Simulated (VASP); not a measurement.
MoS2: single point with PBEsol+U

System: MoS2, a slab with vacuum.

```xyz
3
Lattice="3.1418 0.0000 0.0000 -1.5709 2.7209 0.0000 0.0000 0.0000 17.3371" Properties=species:S:1:pos:R:3 pbc="T T T"
Mo    0.0000    0.0000    0.0000
S     0.0000    1.8139   15.7800
S     0.0000    1.8139    1.5571
```

```json
{"Program": "VASP 6.6.1", "Task": "single point", "Functional": "PBEsol", "Potentials or basis": "VASP PAW PBE potentials, release 64 (Mo_sv, S)", "Cutoff": "520 eV", "k mesh": "10 × 10 × 2", "Occupations": "fermi-dirac, width 0.05 eV", "Spin": "no spin polarisation", "Hubbard terms": "Mo d U = 3.0 eV", "Dipole correction": "no", "Further INCAR settings": "ALGO = Normal; EDIFF = 1e-06; NBANDS = 20"}
```

- Largest force: 0.223 eV/Å
- Band gap on the k mesh: 2.00 eV (least direct gap 2.03 eV)

Forces in eV/Å, atoms in the order of the input:
```
Mo   0.000  0.000  0.000
S    0.000  0.000 -0.223
S    0.000  0.000  0.223
```

Levels at points of the mesh, in eV from the valence-band top:
| k point | band 10 | band 11 | band 12 | band 13 | band 14 | band 15 | band 16 | band 17 |
| --- | --- | --- | --- | --- | --- | --- | --- | --- |
| (0.00, 0.00, 0.00) | -1.80 | -1.34 | -1.34 | 0.00 | 2.99 | 2.99 | 3.25 | 3.25 |
| (0.50, 0.00, 0.00) | -3.09 | -1.85 | -0.84 | -0.62 | 2.52 | 2.99 | 4.06 | 4.61 |
| (0.00, 0.00, 0.50) | -1.80 | -1.34 | -1.34 | 0.00 | 2.99 | 2.99 | 3.25 | 3.25 |
| (0.50, 0.00, 0.50) | -3.09 | -1.85 | -0.84 | -0.62 | 2.52 | 2.99 | 4.06 | 4.61 |

Eigenvalues of the final occupation matrices:
| site | spin | trace | eigenvalues |
| --- | --- | --- | --- |
| site 1 d | 1 | 1.99 | 0.39 0.39 0.40 0.40 0.42 |
| site 1 d | 2 | 1.99 | 0.39 0.39 0.40 0.40 0.42 |

Run time: 43 s on 1 thread of Intel(R) Xeon(R) 6975P-C (Granite Rapids), with other jobs on the host, peak memory 0.29 GiB.

Caveat: the PAW data sets were made with another functional, which shifts forces and pressure a little.
